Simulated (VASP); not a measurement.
A run of VASP 6.6.1:

The input INCAR:

```
SYSTEM = Li
  ALGO = Normal
  EDIFF = 1E-6
  ENCUT = 750
  GGA = PS
  GGA_COMPAT = .FALSE.
  ISIF = 2
  ISMEAR = -1
  LASPH = .TRUE.
  LCHARG = .TRUE.
  LELF = .TRUE.
  LREAL = .FALSE.
  LVHAR = .TRUE.
  LWAVE = .FALSE.
  NBANDS = 8
  NELM = 120
  PREC = Accurate
  SIGMA = 0.08
```

The input KPOINTS:

```
k-points
0
G
  13 13 13
  0 0 0
```

Contents of POSCAR:

```
Li
1.0
    0.0000000000      2.1872210312      2.1872210312
    2.1872210312      0.0000000000      2.1872210312
    2.1872210312      2.1872210312      0.0000000000
Li
1
Direct
    0.0000000000      0.0000000000      0.0000000000
```

Potentials or basis: VASP PAW PBE potentials, release 64 (Li_sv).

Launch:

```bash
$ cat potpaw_PBE.64/Li_sv/POTCAR > POTCAR
$ mpirun -np 1 vasp_std > vasp.out
```

Hardware: 1 thread of Intel(R) Xeon(R) Platinum 8559C (Emerald Rapids) (shared host).

Task: Estimate the wall time of this run.

Result: Wall time 10 s on 1 thread of Intel(R) Xeon(R) Platinum 8559C (Emerald Rapids), with other jobs on the host, peak memory 0.15 GiB. Counts: scf iterations 9, k points 84.
